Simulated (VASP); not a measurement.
# As2Se (I4_1/amd) in VASP: further runs, part 2 of 2

VASP 6.6.1. Earlier steps stand in the parts before.

## Step 4: Single point, PBEsol

The input, INCAR:

```
PREC = Accurate ; ENCUT = 520
EDIFF = 1E-6 ; ISMEAR = 0
SIGMA = 0.5 ; LREAL = False
LASPH = True ; NELM = 60
ALGO = Normal ; ISIF = 2
LWAVE = False ; LCHARG = False
GGA = PS ; NBANDS = 25
```

The input, KPOINTS:

```
Automatic mesh
0
Gamma
  8 8 8
```

The input, POSCAR:

```
As2Se
1.0
   -3.5294180000      3.5294180000      2.6535710000
    3.5294180000     -3.5294180000      2.6535710000
    3.5294180000      3.5294180000     -2.6535710000
As Se
4 2
Direct
    0.8750000000      0.1250000000      0.7500000000
    0.3750000000      0.1250000000      0.2500000000
    0.8750000000      0.6250000000      0.7500000000
    0.8750000000      0.1250000000      0.2500000000
    0.5000000000      0.5000000000      0.0000000000
    0.2500000000      0.7500000000      0.5000000000
```

Potentials or basis: VASP PAW PBE potentials, release 64 (As, Se).

Run with:

```console
$ cat potpaw_PBE.64/As/POTCAR potpaw_PBE.64/Se/POTCAR > POTCAR
$ mpirun -np 1 vasp_std > vasp.out
```

OUTCAR:

```text
PREC = Accurate
   ENCUT = 520
   EDIFF = 1E-6
   ISMEAR = 0
   LREAL = False
   LASPH = True
   NELM = 60
   ISIF = 2
   GGA = PS

 ion  position               nearest neighbor table
   1  0.875  0.125  0.750-   5 2.66   6 2.66   4 2.83   4 2.83   3 2.83   3 2.83
   2  0.375  0.125  0.250-   5 2.66   6 2.66   3 2.83   4 2.83   4 2.83   3 2.83
   3  0.875  0.625  0.750-   5 2.66   6 2.66   1 2.83   2 2.83   1 2.83   2 2.83
   4  0.875  0.125  0.250-   6 2.66   5 2.66   2 2.83   1 2.83   1 2.83   2 2.83
   5  0.500  0.500  0.000-   4 2.66   2 2.66   3 2.66   1 2.66
   6  0.250  0.750  0.500-   1 2.66   2 2.66   3 2.66   4 2.66

  LATTYP: Found a body centered tetragonal cell.
 ALAT       =     7.0588360000
 C/A-ratio  =     0.7518437884

  Lattice vectors:

 A1 = (  -3.5294180000,   3.5294180000,   2.6535710000)
 A2 = (   3.5294180000,  -3.5294180000,   2.6535710000)
 A3 = (   3.5294180000,   3.5294180000,  -2.6535710000)

Analysis of symmetry for initial positions (statically):
=====================================================================
 Subroutine PRICEL returns:
 Original cell was already a primitive cell.

[... 176 lines left out ...]

  energy without entropy =      -27.67686887  energy(sigma->0) =      -27.81732131

 E-fermi :   4.6841     XC(G=0): -10.0830

 val. band max:        4.6543373451   @ k =   0.5000   0.5000   0.2500
 cond. band min:       4.7024774841   @ k =   0.5000   0.3750   0.0000
 fundamental gap:      0.0481401391
 Fermi energy:         4.6840658487

 k-point     1 :       0.0000    0.0000    0.0000
  band No.  band energies     occupation
      1     -10.4346      2.00000
      2      -8.2883      2.00000
      3      -5.7713      2.00000
      4      -5.7325      2.00000
      5      -5.7325      2.00000
      6      -4.0685      2.00000
[... 661 lines left out ...]
     24       9.0502      0.00000
     25      10.6613      0.00000

 [... further k-points ...]
[... 5 lines left out ...]
  --------------------------------------------------------------------------------------
  -------------------------------------------------------------------------------------
  Total       -2.4277407     -2.4277407     -2.7957181      0.0000000      0.0000000      0.0000000
  in kB      -29.4181920    -29.4181920    -33.8771650      0.0000000      0.0000000      0.0000000
  external PRESSURE =     -30.9045164 kB  Pullay stress =       0.0000000 kB

 VOLUME and BASIS-vectors are now :
 -----------------------------------------------------------------------------
  energy-cutoff  :      520.00
  volume of cell :      132.22
      direct lattice vectors                 reciprocal lattice vectors
    -3.529418000  3.529418000  2.653571000     0.000000000  0.141666416  0.188425333
     3.529418000 -3.529418000  2.653571000     0.141666416  0.000000000  0.188425333
     3.529418000  3.529418000 -2.653571000     0.141666416  0.141666416  0.000000000

 POSITION                                       TOTAL-FORCE (eV/Angst)
 -----------------------------------------------------------------------------------
      0.00000      5.29413      0.66339         0.000000      0.000000     -0.000000
     -0.00000      1.76471      0.66339         0.000000      0.000000     -0.000000
      1.76471      3.52942      1.99018         0.000000      0.000000     -0.000000
     -1.76471      3.52942      1.99018         0.000000      0.000000     -0.000000
      0.00000      0.00000      2.65357         0.000000      0.000000      0.000000
      3.52942     -0.00000      1.32679        -0.000000     -0.000000     -0.000000
 -----------------------------------------------------------------------------------
    total drift:                               -0.000000      0.000000     -0.000000

  FREE ENERGIE OF THE ION-ELECTRON SYSTEM (eV)
  ---------------------------------------------------
  free  energy   TOTEN  =       -27.9577737609 eV

  energy  without entropy=      -27.6768688683  energy(sigma->0) =      -27.81732131
```

OSZICAR:

```text
N       E                     dE             d eps       ncg     rms          rms(c)
DAV:   1     0.132553460245E+03    0.13255E+03   -0.12693E+04  2950   0.108E+03
DAV:   2    -0.168928616082E+02   -0.14945E+03   -0.14048E+03  3906   0.171E+02
DAV:   3    -0.278973735664E+02   -0.11005E+02   -0.10758E+02  3825   0.476E+01
DAV:   4    -0.280390400298E+02   -0.14167E+00   -0.14111E+00  3453   0.596E+00
DAV:   5    -0.280403390511E+02   -0.12990E-02   -0.12979E-02  3764   0.562E-01    0.604E+00
DAV:   6    -0.279662715903E+02    0.74067E-01   -0.10068E-01  3428   0.166E+00    0.364E+00
DAV:   7    -0.279583379292E+02    0.79337E-02   -0.59489E-02  3362   0.109E+00    0.937E-01
DAV:   8    -0.279577273536E+02    0.61058E-03   -0.22864E-03  3500   0.301E-01    0.108E-01
DAV:   9    -0.279577734102E+02   -0.46057E-04   -0.66758E-04  3362   0.143E-01    0.523E-02
DAV:  10    -0.279577730073E+02    0.40286E-06   -0.31455E-05  3691   0.290E-02    0.184E-02
DAV:  11    -0.279577737609E+02   -0.75364E-06   -0.64224E-06  3327   0.154E-02
   1 F= -.27957774E+02 E0= -.27817321E+02  d E =-.280905E+00
```

Run time: 1.7 min. Hardware: 1 thread of Intel Xeon Platinum 8488C (Sapphire Rapids), shared host; peak memory 0.35 GiB.

Results:

```
Free energy            : -27.9578 eV
Pressure               : -3.1 GPa
Band gap on the k mesh : zero (band 16 reaches 4.90 eV, above the bottom of band 17 at 4.51 eV)
```

Caveat: the PAW data sets were made with another functional, which shifts forces and pressure a little.

## Step 5: Summary

```tsv
smearing	gap on the mesh (eV)	pressure (GPa)
gaussian 0.05 eV	none	-3.3
gaussian 0.3 eV	none	-3.2
gaussian 0.5 eV	none	-3.1
```

Alike in all rows: task single point; level PBEsol; potentials or basis VASP PAW PBE potentials, release 64 (As, Se); no spin polarisation; cell as given; k mesh 8 × 8 × 8; cutoff (eV) 520.

Every run on the cell as given and a fine mesh finds a metal.

Caveats: the PAW data sets were made with another functional, which shifts forces and pressure a little.

Total energies depend on the potentials used, so only differences within one code and one set of settings carry meaning.
